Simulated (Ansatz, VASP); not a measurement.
# Two plane-wave programs on ZnSe

```
Zn Se
1.0
     0.00000    2.89430    2.89430
     2.89430    0.00000    2.89430
     2.89430    2.89430    0.00000
Zn Se
1 1
Cartesian
  0.0000 0.0000 0.0000
  1.4471 1.4471 1.4471
```

Alike in both runs: task single point; functional PBE; k mesh 8 × 8 × 8; no spin polarisation.

|  | VASP | Ansatz |
| --- | --- | --- |
| version | VASP 6.6.1 | Ansatz 0.2.0 |
| potentials or method | VASP PAW PBE potentials, release 64 (Zn, Se) | scalar-relativistic, plane waves, norm-conserving potentials |
| plane-wave cutoff (eV) | 500 | 1170 |
| occupations | tetrahedron | tetrahedron-uncorrected |
| valence electrons in the cell | 18 | 36 |

Ansatz gave:

* gap on the k mesh at the Fermi level (eV): 1.04
* pressure (GPa): -1.5

Q: Which values does VASP return?

A: gap on the k mesh at the Fermi level (eV): 1.04; pressure (GPa): -1.4.

VASP's potentials hold 18 valence electrons a cell and Ansatz's 36, so a difference there can come from the potentials and not from the codes. Ansatz's warnings: band table not solved further.
